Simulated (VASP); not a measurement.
# Mg (P6/mmm) in VASP: notebook, part 2 of 2

VASP 6.6.1. The steps go on from the part before.

## (3) Single point, PBE

This run uses another cell than the first one, of 23.30 Å³/atom, 0.893 times its volume.

Contents of INCAR:

```
SYSTEM = Mg
  PREC = Accurate
  ENCUT = 520
  EDIFF = 1E-6
  ISMEAR = -1
  SIGMA = 0.1
  LREAL = .FALSE.
  LASPH = .TRUE.
  NELM = 80
  ALGO = Normal
  ISIF = 2
  LWAVE = .FALSE.
  LCHARG = .TRUE.
  GGA = PE
  LELF = .TRUE.
  LVHAR = .TRUE.
  NBANDS = 10
```

Contents of KPOINTS:

```
regular mesh
0
G
  10 10 13
  0 0 0
```

Contents of POSCAR:

```
Mg
1.0
    5.1057666347      0.0000000000      0.0000000000
   -2.5528833174      4.4217236115      0.0000000000
    0.0000000000      0.0000000000      3.0958698107
Mg
3
Direct
    0.0000000000      0.0000000000      0.0000000000
    0.3333333333      0.6666666667      0.5000000000
    0.6666666667      0.3333333333      0.5000000000
```

Potentials or basis: VASP PAW PBE potentials, release 64 (Mg).

On the command line:

```sh
> cat potpaw_PBE.64/Mg/POTCAR > POTCAR
> mpirun -np 1 vasp_std > vasp.out
```

OUTCAR:

```text
SYSTEM = Mg
   PREC = Accurate
   ENCUT = 520
   EDIFF = 1E-6
   ISMEAR = -1
   LREAL = .FALSE.
   LASPH = .TRUE.
   NELM = 80
   ISIF = 2
   GGA = PE

 ion  position               nearest neighbor table
   1  0.000  0.000  0.000-   2 3.33   3 3.33   2 3.33   3 3.33   3 3.33   3 3.33   2 3.33   2 3.33
                             3 3.33   3 3.33   2 3.33   2 3.33
   2  0.333  0.667  0.500-   3 2.95   3 2.95   3 2.95   1 3.33   1 3.33   1 3.33   1 3.33   1 3.33
                             1 3.33
   3  0.667  0.333  0.500-   2 2.95   2 2.95   2 2.95   1 3.33   1 3.33   1 3.33   1 3.33   1 3.33
                             1 3.33

  LATTYP: Found a hexagonal cell.
 ALAT       =     5.1057666347
 C/A-ratio  =     0.6063476912

  Lattice vectors:

 A1 = (   5.1057666347,   0.0000000000,   0.0000000000)
 A2 = (  -2.5528833174,   4.4217236115,   0.0000000000)
 A3 = (   0.0000000000,   0.0000000000,   3.0958698107)

Analysis of symmetry for initial positions (statically):
=====================================================================
 Subroutine PRICEL returns:
 Original cell was already a primitive cell.

 Routine SETGRP: Setting up the symmetry group for a
 hexagonal supercell.

[... 180 lines left out ...]
      4       2.8605      0.12767
      5       2.8605      0.12767
      6       3.8749      0.00001
      7       3.9374      0.00000
      8      10.4911      0.00000
      9      10.9497      0.00000
     10      15.7965      0.00000
[... 287 lines left out ...]
 k-point    24 :       0.4000    0.1000    0.0769
  band No.  band energies     occupation
      1      -2.6116      2.00000
      2      -1.8558      2.00000
      3       0.3632      2.00000
      4       2.6309      0.80789
      5       6.8504      0.00000
      6       8.2343      0.00000
      7       8.9577      0.00000
      8       9.8331      0.00000
      9      10.2082      0.00000
     10      10.8765      0.00000

 [... further k-points ...]

------------------------ aborting loop because EDIFF is reached ----------------------------------------

  FORCE on cell =-STRESS in cart. coord.  units (eV):
  Direction    XX          YY          ZZ          XY          YZ          ZX
  --------------------------------------------------------------------------------------
  -------------------------------------------------------------------------------------
  Total       -0.0634536     -0.0634536     -0.0546939      0.0000000      0.0000000      0.0000000
  in kB       -1.4545593     -1.4545593     -1.2537604      0.0000000      0.0000000      0.0000000
  external PRESSURE =      -1.3876263 kB  Pullay stress =       0.0000000 kB

 VOLUME and BASIS-vectors are now :
 -----------------------------------------------------------------------------
  energy-cutoff  :      520.00
  volume of cell :       69.89
      direct lattice vectors                 reciprocal lattice vectors
     5.105766635  0.000000000  0.000000000     0.195856973  0.113078076  0.000000000
    -2.552883317  4.421723612  0.000000000     0.000000000  0.226156153  0.000000000
     0.000000000  0.000000000  3.095869811     0.000000000  0.000000000  0.323010999

 POSITION                                       TOTAL-FORCE (eV/Angst)
 -----------------------------------------------------------------------------------
      0.00000      0.00000      0.00000        -0.000000      0.000000      0.000000
     -0.00000      2.94782      1.54793        -0.000000      0.000000      0.000000
      2.55288      1.47391      1.54793         0.000000      0.000000      0.000000
 -----------------------------------------------------------------------------------
    total drift:                               -0.000000     -0.000000      0.000000

  FREE ENERGIE OF THE ION-ELECTRON SYSTEM (eV)
  ---------------------------------------------------
  free  energy   TOTEN  =        -4.3678965521 eV

  energy  without entropy=       -4.3237302116  energy(sigma->0) =       -4.34581338
```

OSZICAR:

```text
N       E                     dE             d eps       ncg     rms          rms(c)
DAV:   1     0.139935818452E+01    0.13994E+01   -0.19596E+03  1960   0.419E+02
DAV:   2    -0.427751168503E+01   -0.56769E+01   -0.54971E+01  2542   0.438E+01
DAV:   3    -0.439220806034E+01   -0.11470E+00   -0.11350E+00  2548   0.496E+00
DAV:   4    -0.439269532054E+01   -0.48726E-03   -0.48713E-03  2366   0.351E-01
DAV:   5    -0.439269967287E+01   -0.43523E-05   -0.43524E-05  2352   0.332E-02    0.117E+00
DAV:   6    -0.438095893573E+01    0.11741E-01   -0.97982E-04  2280   0.268E-01    0.747E-01
DAV:   7    -0.436788109914E+01    0.13078E-01   -0.44060E-03  2100   0.474E-01    0.420E-02
DAV:   8    -0.436789968725E+01   -0.18588E-04   -0.38360E-05  2484   0.349E-02    0.921E-03
DAV:   9    -0.436789648714E+01    0.32001E-05   -0.25285E-06  2262   0.866E-03    0.116E-03
DAV:  10    -0.436789655205E+01   -0.64913E-07   -0.23642E-07  1262   0.154E-03
   1 F= -.43678966E+01 E0= -.43458134E+01  d E =-.441663E-01
```

stdout:

```text
POSCAR found type information on POSCAR Mg
 POSCAR found :  1 types and       3 ions
 scaLAPACK will be used
 LDA part: xc-table for (Slater+PW92), standard interpolation
 POSCAR, INCAR and KPOINTS ok, starting setup
 FFT: planning ... GRIDC
 FFT: planning ... GRID_SOFT
 FFT: planning ... GRID
 WAVECAR not read
 entering main loop
```

It took 34 s on 1 thread of Intel Xeon 6975P-C (Granite Rapids), shared host; peak memory 0.21 GiB.

What came out:

| Item | Value |
| --- | --- |
| Free energy | -4.3679 eV |
| Pressure | -0.1 GPa |
| Band gap on the k mesh | zero (band 3 reaches 5.79 eV, above the bottom of band 4 at 1.61 eV) |

## (4) Relaxation of cell and atoms, PBE

This run uses another cell than the first one, of 23.24 Å³/atom, 0.891 times its volume.

Contents of INCAR:

```
ALGO = Normal ; EDIFF = 1E-6
EDIFFG = -0.01 ; ENCUT = 600
GGA = PE ; IBRION = 2
ISIF = 3 ; ISMEAR = -1
LASPH = T ; LCHARG = F
LREAL = F ; LWAVE = F
NELM = 80 ; NSW = 80
PREC = Accurate ; SIGMA = 0.1
```

Contents of KPOINTS:

```
k-points
0
Gamma
  7 7 10
```

Contents of POSCAR:

```
Mg
1.0
    5.0827995274      0.0000000000      0.0000000000
   -2.5413997637      4.4018335130      0.0000000000
    0.0000000000      0.0000000000      3.1157561103
Mg
3
Direct
    0.0000000000      0.0000000000      0.0000000000
    0.3333333333      0.6666666667      0.5000000000
    0.6666666667      0.3333333333      0.5000000000
```

On the command line:

```sh
> cat potpaw_PBE.64/Mg/POTCAR > POTCAR
> mpirun -np 1 vasp_std > vasp.out
```

Wall time 35 s (1 thread of Intel Xeon 6975P-C (Granite Rapids), shared host); peak memory 0.21 GiB.

Results (log left out):

```yaml
Free_energy: -4.3756 eV
Relaxed_volume: 23.23 Å³/atom
Relaxed_cell: a = 5.101 Å, b = 5.101 Å, c = 3.093 Å, α = 90.00°, β = 90.00°, γ = 120.00°
Space_group_after_relaxing_to_0.05_Å: P6/mmm (No. 191)
Energy_gained_by_relaxing: 0.4 meV/atom
Ionic_steps: 3
Pressure_after_relaxing: 0.0 GPa
Band_gap_on_the_k_mesh: zero (band 3 reaches 6.09 eV, above the bottom of band 4 at 1.67 eV)
```

The path:
| step | energy change (eV) | largest force (eV/Å) | pressure (GPa) | volume (Å³) |
| --- | --- | --- | --- | --- |
| 1 | 0.0000 | 0.0000 | 0.00 | 69.71 |
| 2 | -0.0009 | 0.0000 | -0.01 | 69.70 |
| 3 | -0.0013 | 0.0000 | -0.02 | 69.70 |

Final structure:
```cif
data_structure
_symmetry_space_group_name_H-M 'P 1'
_symmetry_Int_Tables_number 1
_cell_length_a 5.1010
_cell_length_b 5.1010
_cell_length_c 3.0929
_cell_angle_alpha 90.000
_cell_angle_beta 90.000
_cell_angle_gamma 120.000
_cell_volume 69.70
loop_
_atom_site_label
_atom_site_type_symbol
_atom_site_fract_x
_atom_site_fract_y
_atom_site_fract_z
_atom_site_occupancy
Mg1 Mg 0.00000 0.00000 0.00000 1
Mg2 Mg 0.33333 0.66667 0.50000 1
Mg3 Mg 0.66667 0.33333 0.50000 1
```

Levels at points of the mesh, in eV from the Fermi level:
```
           k point  band 1  band 2  band 3  band 4  band 5  band 6
(0.00, 0.00, 0.00)   -6.90    0.23    0.23    0.29    0.29    1.31
(0.00, 0.00, 0.50)   -3.16   -2.90    3.50    3.50    3.66    3.66
```

## (5) The runs side by side

```tsv
task	cell	k mesh	cutoff (eV)	gap on the mesh (eV)	pressure (GPa)
single point	a = 5.302, b = 5.302, c = 3.215 Å, angles 90.0, 90.0, 120.0°, 3 atoms	8 × 8 × 11	520	none	-3.2
single point	a = 5.106, b = 5.106, c = 3.096 Å, angles 90.0, 90.0, 120.0°, 3 atoms	10 × 10 × 13	520	none	-0.1
relaxation of cell and atoms	relaxed from a = 5.083, b = 5.083, c = 3.116 Å, angles 90.0, 90.0, 120.0°, 3 atoms	7 × 7 × 10	600	none	0.0
```

Alike in all rows: level PBE; potentials or basis VASP PAW PBE potentials, release 64 (Mg); no spin polarisation; smearing fermi-dirac 0.1 eV.

Absolute energies hang on the potentials; compare differences alone.
